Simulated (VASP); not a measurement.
# Al: single point with PBEsol

System: Al, a slab with vacuum.

```
Al
1.0
     2.83942    0.00000    0.00000
     0.00000    4.01554    0.00000
     0.00000    0.00000   21.67880
Al
5
Direct
  0.00000 0.00000 0.36902
  0.50000 0.50000 0.43451
  0.00000 0.00000 0.50000
  0.50000 0.50000 0.56549
  0.00000 0.00000 0.63098
```

| Quantity | Value |
| --- | --- |
| Program | VASP 6.6.1 |
| Task | single point |
| Functional | PBEsol |
| Potentials or basis | VASP PAW PBE potentials, release 64 (Al) |
| Cutoff | 520 eV |
| k mesh | 14 × 10 × 1 |
| Occupations | fermi-dirac, width 0.05 eV |
| Spin | no spin polarisation |

```json
{
 "Largest force": "0.237 eV/Å",
 "Band gap on the k mesh": "zero (an odd number of electrons rules out a gap without spin polarisation)"
}
```

Forces on the atoms (eV/Å):
```
Al   0.000  0.000  0.237
Al   0.000  0.000 -0.057
Al   0.000  0.000  0.000
Al   0.000  0.000  0.057
Al   0.000  0.000 -0.237
```

Levels at points of the mesh, in eV from the Fermi level:
```csv
k point,band 3,band 4,band 5,band 6,band 7,band 8,band 9,band 10,band 11,band 12
"(0.00, 0.00, 0.00)",-6.39,-3.57,-2.45,-1.03,-0.88,-0.80,0.77,1.72,1.94,3.36
"(0.50, 0.00, 0.00)",-4.70,-4.26,-2.31,-1.57,0.52,1.27,1.70,1.79,3.10,3.21
"(0.00, 0.50, 0.00)",-7.02,-6.36,-4.67,-3.59,-2.15,-0.14,0.70,2.79,3.62,4.87
"(0.50, 0.50, 0.00)",-3.98,-3.71,-2.67,-2.61,-2.48,-1.31,-0.82,0.39,0.68,0.81
```

It took 110 s on 1 thread of AMD EPYC 9R45 96-Core Processor (Zen 5), on a shared host, peak memory 0.36 GiB.

Caveat: the PAW data sets were made with another functional, which shifts forces and pressure a little.
